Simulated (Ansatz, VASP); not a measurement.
## Two plane-wave programs on Pb

INCAR

```
ALGO = Normal
EDIFF = 1E-6
ENCUT = 500
GGA = PE
GGA_COMPAT = False
ISIF = 2
ISMEAR = 1
LASPH = True
LCHARG = False
LREAL = False
LWAVE = False
NBANDS = 13
NELM = 120
PREC = Accurate
SIGMA = 0.025
```

Contents of KPOINTS:

```
k-points
0
Gamma
  9 9 9
```

POSCAR

```
Pb
1.0
   -1.8377531500      1.8377531500      1.8377531500
    1.8377531500     -1.8377531500      1.8377531500
    1.8377531500      1.8377531500     -1.8377531500
Pb
1
Direct
    0.0000000000      0.0000000000      0.0000000000
```

File input.yaml:

```yaml
crystal:
  lattice: { a: 3.6755063, b: 3.6755063, c: 3.6755063, alpha: 90.0, beta: 90.0, gamma: 90.0 }
  space_group: 229
  reduce_to_primitive: true
  atoms:
    - { symbol: Pb, wyckoff: "2a", position: [0.0, 0.0, 0.0] }
hamiltonian:
  xc: pbe
  pseudopotentials: { kind: nc, accuracy: standard, xc_functional: lda }
kpoints:
  mp_grid: { grid: [9, 9, 9] }
scf:
  occupations: { method: cold, width: 0.025 }
output:
  forces: true
  stress: true
  eigenvalues: true
```

Change from the starting cell: volume scaled by 0.8.

Alike in both runs: task single point; functional PBE; k mesh 9 × 9 × 9; no spin polarisation.

|  | VASP | Ansatz |
| --- | --- | --- |
| version | VASP 6.6.1 | Ansatz 0.2.0 |
| potentials or method | VASP PAW PBE potentials, release 64 (Pb_d) | PseudoDojo standard (LDA files) |
| plane-wave cutoff (eV) | 500 | 762 |
| occupations | methfessel-paxton of order 1, width 0.025 eV | cold, width 0.025 eV |
| valence electrons in the cell | 14 | 14 |

|  | VASP | Ansatz | Ansatz less VASP |
| --- | --- | --- | --- |
| gap on the k mesh at the Fermi level (eV) | none | none | - |
| pressure (GPa) | 17.5 | 17.5 | -0.03 |

A gap of «none» marks a metal or a gap that the smearing closes.

Spin-orbit coupling is off throughout.
